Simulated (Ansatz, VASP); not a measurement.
## InP: VASP beside Ansatz

```xyz
2
Lattice="0.0000 2.7251 2.7251 2.7251 0.0000 2.7251 2.7251 2.7251 0.0000" Properties=species:S:1:pos:R:3 pbc="T T T"
In    0.0000    0.0000    0.0000
P     2.7251    2.7251    2.7251
```

Alike in both runs: task single point; functional LDA; k mesh 8 × 8 × 8; occupations gaussian, width 0.05 eV; no spin polarisation.

|  | VASP | Ansatz |
| --- | --- | --- |
| version | VASP 6.6.1 | Ansatz 0.2.0 |
| potentials or method | VASP PAW LDA potentials, release 64 (In_d, P), cutoff 500 eV | scalar-relativistic, plane waves, PAW |
| valence electrons in the cell | 18 | 18 |

|  | VASP | Ansatz | Ansatz less VASP |
| --- | --- | --- | --- |
| gap on the k mesh at the Fermi level (eV) | none | none | - |
| pressure (GPa) | -1.6 | -1.7 | -0.07 |

LDA's correlation is that of Perdew and Zunger in VASP and of Perdew and Wang (1992) in Ansatz. A gap of «none» marks a metal or a gap that the smearing closes.
